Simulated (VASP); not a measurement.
# Al2TlGa2B5Sb10 (P1) in VASP: notebook, part 2 of 2

VASP 6.6.1. The steps go on from the part before.

### 3 Single point, PBE

This run uses another cell than the first one, of 24.18 Å³/atom.

INCAR

```
ALGO     = Normal         # electronic algorithm
EDIFF    = 1E-7           # SCF threshold, eV
ENCUT    = 520            # plane-wave cutoff, eV
GGA      = PE             # functional
ISIF     = 2              # what is computed and relaxed
ISMEAR   = 0              # smearing method
ISYM     = 0            
LASPH    = True           # aspherical terms in the spheres
LCHARG   = False          # write CHGCAR
LREAL    = Auto         
LWAVE    = False          # write WAVECAR
NBANDS   = 71             # bands
NELM     = 60             # most SCF steps
PREC     = Accurate       # precision mode
SIGMA    = 0.1            # smearing width, eV
```

KPOINTS

```
k-points
0
Gamma
  3 3 2
```

POSCAR

```
Al2TlGa2B5Sb10
1.0
    2.9393165884      2.9388404513      5.7805929436
   -2.8732183879     -2.8792582049      5.7170917623
    8.6995622611     -5.7673500799      2.8943818332
B Al Ga Sb Tl
5 2 2 10 1
Direct
    0.6111765875      0.9968546426      0.7932321478
    0.2956591009      0.5035532765      0.3841452948
    0.7866752692      0.9978334181      0.4263056539
    0.6988496994      0.4983719517      0.6013278937
    0.5124036155      0.5021776074      0.9892968625
    0.9933267619      0.0015257882      0.0174303444
    0.8890340094      0.4998851292      0.2235555201
    0.2079041956      0.9952290589      0.5938744237
    0.4001030808      0.0034841441      0.1942419901
    0.5967137731      0.8611090381      0.6088143000
    0.5273401384      0.3555177727      0.7975184098
    0.9404448232      0.9058719839      0.8052945195
    0.4100909035      0.8573374965      0.9734607950
    0.7603248583      0.8908243461      0.2424035795
    0.6379240328      0.3623251674      0.4310310766
    0.1528954124      0.8561236721      0.3968296038
    0.0624367231      0.3837303160      0.5517057308
    0.8384121062      0.3950201188      0.0127449559
    0.2991829394      0.4011569543      0.1848515672
    0.1203535212      0.4889576114      0.7785094060
```

Potentials or basis: VASP PAW PBE potentials, release 64 (B, Al, Ga_d, Sb, Tl_d).

Run with:

```
> cat potpaw_PBE.64/B/POTCAR potpaw_PBE.64/Al/POTCAR potpaw_PBE.64/Ga_d/POTCAR potpaw_PBE.64/Sb/POTCAR potpaw_PBE.64/Tl_d/POTCAR > POTCAR
> mpirun -np 1 vasp_std > vasp.out
```

OUTCAR:

```text
EDIFF = 1E-7
   ENCUT = 520
   GGA = PE
   ISIF = 2
   ISMEAR = 0
   ISYM = 0
   LASPH = True
   LREAL = Auto
   NELM = 60
   PREC = Accurate

 ion  position               nearest neighbor table
   1  0.611  0.997  0.793-  12 2.27  13 2.34  10 2.35  11 2.39
   2  0.296  0.504  0.384-  17 2.31  19 2.34  16 2.35  15 2.51
   3  0.787  0.998  0.426-  14 2.29  10 2.31  16 2.39  15 2.43
   4  0.699  0.498  0.601-  17 2.34  11 2.37  15 2.38  10 2.41
   5  0.512  0.502  0.989-  18 2.29  19 2.36  13 2.36  11 2.37
[... 897 lines left out ...]
  Total        0.4987503      0.5264926      0.5455665     -0.0553141      0.0242579      0.0279012
  in kB        1.6523321      1.7442410      1.8074318     -0.1832526      0.0803652      0.0924352
  external PRESSURE =       1.7346683 kB  Pullay stress =       0.0000000 kB

 VOLUME and BASIS-vectors are now :
 -----------------------------------------------------------------------------
  energy-cutoff  :      520.00
  volume of cell :      483.61
      direct lattice vectors                 reciprocal lattice vectors
     2.939316588  2.938840451  5.780592944     0.050947527  0.120039364  0.086059087
    -2.873218388 -2.879258205  5.717091762    -0.086525758 -0.086394028  0.087919157
     8.699562261 -5.767350080  2.894381833     0.069157697 -0.069091132 -0.000039538

 POSITION                                       TOTAL-FORCE (eV/Angst)
 -----------------------------------------------------------------------------------
      5.83303     -5.64890     11.52799        -0.020413     -0.015155     -0.007428
      2.76411     -2.79647      5.69981         0.019565      0.025731      0.015888
      3.15397     -3.01976     11.48605        -0.002499     -0.018412      0.025156
      5.85350     -2.84920      8.62948        -0.007004     -0.003792      0.007805
      8.66970     -5.64565      8.69640        -0.011813     -0.008387     -0.008258
      3.06695      2.81431      5.80119         0.015958      0.008216     -0.002232
[... 12 lines left out ...]
      1.33491     -1.34189      4.55794        -0.010585      0.011100     -0.005197
      5.72157     -5.54407      5.74443         0.009527     -0.006187     -0.005262
 -----------------------------------------------------------------------------------
    total drift:                                0.023197      0.008711      0.002900

  FREE ENERGIE OF THE ION-ELECTRON SYSTEM (eV)
  ---------------------------------------------------
  free  energy   TOTEN  =       -84.7243155542 eV

  energy  without entropy=      -84.7210515187  energy(sigma->0) =      -84.72268354
```

OSZICAR:

```text
N       E                     dE             d eps       ncg     rms          rms(c)
DAV:   1     0.787702947661E+03    0.78770E+03   -0.40804E+04  1420   0.144E+03
DAV:   2     0.163300602053E+02   -0.77137E+03   -0.73555E+03  1644   0.323E+02
DAV:   3    -0.818961443198E+02   -0.98226E+02   -0.94323E+02  1619   0.118E+02
DAV:   4    -0.878636063553E+02   -0.59675E+01   -0.58430E+01  1840   0.293E+01
DAV:   5    -0.880870978038E+02   -0.22349E+00   -0.22204E+00  1952   0.542E+00    0.139E+01
DAV:   6    -0.847391666472E+02    0.33479E+01   -0.98063E+00  1736   0.106E+01    0.809E+00
DAV:   7    -0.847599227362E+02   -0.20756E-01   -0.30492E+00  1800   0.503E+00    0.360E+00
DAV:   8    -0.847187494353E+02    0.41173E-01   -0.28737E-01  1864   0.204E+00    0.867E-01
DAV:   9    -0.847218109987E+02   -0.30616E-02   -0.51107E-02  1648   0.948E-01    0.268E-01
DAV:  10    -0.847234513308E+02   -0.16403E-02   -0.98975E-03  2009   0.327E-01    0.185E-01
DAV:  11    -0.847244410607E+02   -0.98973E-03   -0.38698E-03  1784   0.269E-01    0.675E-02
DAV:  12    -0.847242576053E+02    0.18346E-03   -0.82868E-04  1744   0.138E-01    0.287E-02
DAV:  13    -0.847242943962E+02   -0.36791E-04   -0.19891E-04  1824   0.433E-02    0.166E-02
DAV:  14    -0.847243121468E+02   -0.17751E-04   -0.24938E-05  1600   0.236E-02    0.530E-03
DAV:  15    -0.847243149976E+02   -0.28508E-05   -0.72219E-06  1648   0.996E-03    0.238E-03
DAV:  16    -0.847243152993E+02   -0.30168E-06   -0.36128E-07  1624   0.275E-03    0.121E-03
DAV:  17    -0.847243155578E+02   -0.25848E-06   -0.12975E-07  1072   0.178E-03    0.615E-04
DAV:  18    -0.847243155542E+02    0.35643E-08   -0.34286E-08   920   0.112E-03
   1 F= -.84724316E+02 E0= -.84722684E+02  d E =-.326404E-02
```

Wall time 6.7 min (1 thread of Intel Xeon 6975P-C (Granite Rapids), shared host); peak memory 0.66 GiB.

What came out:

| Property | Result |
| --- | --- |
| Free energy | -84.7243 eV |
| Pressure | 0.2 GPa |
| Largest force | 0.052 eV/Å |
| Band gap on the k mesh | 0.18 eV |

Forces on the atoms (eV/Å):
```
B   -0.020 -0.015 -0.007
B    0.020  0.026  0.016
B   -0.002 -0.018  0.025
B   -0.007 -0.004  0.008
B   -0.012 -0.008 -0.008
Al   0.016  0.008 -0.002
Al   0.018 -0.006 -0.018
Ga  -0.013  0.005 -0.002
Ga   0.001 -0.003 -0.011
Sb   0.013  0.004 -0.015
Sb  -0.002 -0.010 -0.029
Sb   0.002  0.021  0.003
Sb   0.004 -0.003  0.005
Sb  -0.012 -0.009 -0.018
Sb  -0.009 -0.005  0.007
Sb  -0.005 -0.006  0.033
Sb   0.026 -0.012 -0.013
Sb  -0.017  0.030  0.039
Sb  -0.011  0.011 -0.005
Tl   0.010 -0.006 -0.005
```

Caveat: spin-orbit coupling is left out, which moves the levels of the heavy elements. A k mesh can miss the band edges.

### 4 Single point, PBE

This run uses another cell than the first one, of 24.19 Å³/atom.

INCAR

```
SYSTEM = Al2TlGa2B5Sb10
PREC = Accurate
ENCUT = 520
EDIFF = 1E-6
ISMEAR = 0
SIGMA = 0.1
LREAL = Auto
LASPH = .TRUE.
NELM = 100
ALGO = Normal
ISIF = 2
LWAVE = .FALSE.
LCHARG = .TRUE.
GGA = PE
LELF = .TRUE.
LVHAR = .TRUE.
NBANDS = 71
ISYM = 0
```

KPOINTS

```
regular mesh
0
G
  3 3 2
  0 0 0
```

POSCAR

```
Al2TlGa2B5Sb10
1.0
    2.9181065139      2.9201729217      5.7230768286
   -2.9088005703     -2.9153433102      5.7159796288
    8.7053452758     -5.7969003182      2.8642523404
B Al Ga Sb Tl
5 2 2 10 1
Direct
    0.0950628184      0.4988398938      0.8014918257
    0.6012980364      0.9927731108      0.8054289456
    0.4046939547      0.0012373557      0.1885420423
    0.7902045403      0.0038239869      0.4122243391
    0.5092525988      0.4968072950      0.9891660924
    0.3089635050      0.5025664278      0.3904821816
    0.9089933269      0.4995225399      0.1917852826
    0.2080937230      0.9958765940      0.5870578237
    0.6961792407      0.4994459969      0.6136563346
    0.5919262676      0.8936129393      0.6080484320
    0.4497637469      0.3648395684      0.8197971342
    0.9630908738      0.8486369676      0.7890211236
    0.4231956623      0.8508287827      0.9968736443
    0.7166242354      0.8864530335      0.2450397518
    0.6970305053      0.3444978325      0.4024645629
    0.1591974222      0.9012174555      0.3685780646
    0.0842521875      0.3839736418      0.6159354650
    0.8575218771      0.4061585513      0.9772478497
    0.3167019061      0.3524277863      0.1714897461
    0.9961837274      0.9907023226      0.0134356820
```

Run with:

```
> cat potpaw_PBE.64/B/POTCAR potpaw_PBE.64/Al/POTCAR potpaw_PBE.64/Ga_d/POTCAR potpaw_PBE.64/Sb/POTCAR potpaw_PBE.64/Tl_d/POTCAR > POTCAR
> mpirun -np 1 vasp_std > vasp.out
```

It took 6 min on 1 thread of Intel Xeon 6975P-C (Granite Rapids), shared host; peak memory 0.65 GiB.

The run converged. Its results:

```yaml
Free_energy: -84.8647 eV
Pressure: 0.2 GPa
Largest_force: 0.051 eV/Å
Band_gap_on_the_k_mesh: 0.21 eV (least direct gap 0.31 eV)
```

Forces on the atoms (eV/Å):
```
B    0.016  0.014  0.047
B   -0.006 -0.013  0.018
B    0.005  0.007  0.017
B    0.012  0.022  0.010
B   -0.016 -0.006  0.028
Al  -0.010  0.003 -0.011
Al  -0.001 -0.001  0.007
Ga   0.004  0.000 -0.003
Ga   0.008 -0.008 -0.004
Sb  -0.004  0.000 -0.030
Sb  -0.012  0.014 -0.001
Sb   0.014 -0.020  0.027
Sb  -0.004 -0.018 -0.040
Sb  -0.016  0.010  0.002
Sb   0.005 -0.011  0.014
Sb  -0.003 -0.008  0.000
Sb  -0.013  0.012 -0.037
Sb   0.018 -0.004 -0.026
Sb   0.011 -0.009 -0.009
Tl  -0.006  0.016 -0.010
```

Levels at points of the mesh, in eV from the valence-band top:
```tsv
k point	band 51	band 52	band 53	band 54	band 55	band 56	band 57	band 58	band 59	band 60
(0.00, 0.00, 0.00)	-1.08	-0.63	-0.23	-0.13	0.00	0.33	0.44	0.90	1.24	1.81
(0.00, 0.00, 0.50)	-1.29	-1.00	-0.98	-0.30	-0.10	0.21	0.64	0.80	1.10	1.55
```

Caveat: spin-orbit coupling is left out, which moves the levels of the heavy elements.

### 5 Overview

| cell | k mesh | gap on the mesh (eV) | pressure (GPa) | largest force (eV/Å) |
| --- | --- | --- | --- | --- |
| a = 7.119, b = 7.017, c = 10.830 Å, angles 84.0, 70.8, 71.7°, 20 atoms, atomic positions A | 2 × 2 × 2, shifted | 0.94 | 0.2 | 0.04 |
| a = 7.120, b = 7.016, c = 10.832 Å, angles 83.8, 70.8, 71.1°, 20 atoms, atomic positions B | 3 × 3 × 2 | 0.18 | 0.2 | 0.05 |
| a = 7.057, b = 7.045, c = 10.844 Å, angles 84.0, 71.0, 71.6°, 20 atoms, atomic positions C | 3 × 3 × 2 | 0.21 | 0.2 | 0.05 |

Alike in all rows: task single point; level PBE; potentials or basis VASP PAW PBE potentials, release 64 (B, Al, Ga_d, Sb, Tl_d); no spin polarisation; cutoff (eV) 520; smearing gaussian 0.1 eV.

Caveats: spin-orbit coupling is left out, which moves the levels of the heavy elements; a shifted mesh leaves out Γ, where band edges can lie (at least some runs).

Absolute energies hang on the potentials; compare differences alone.
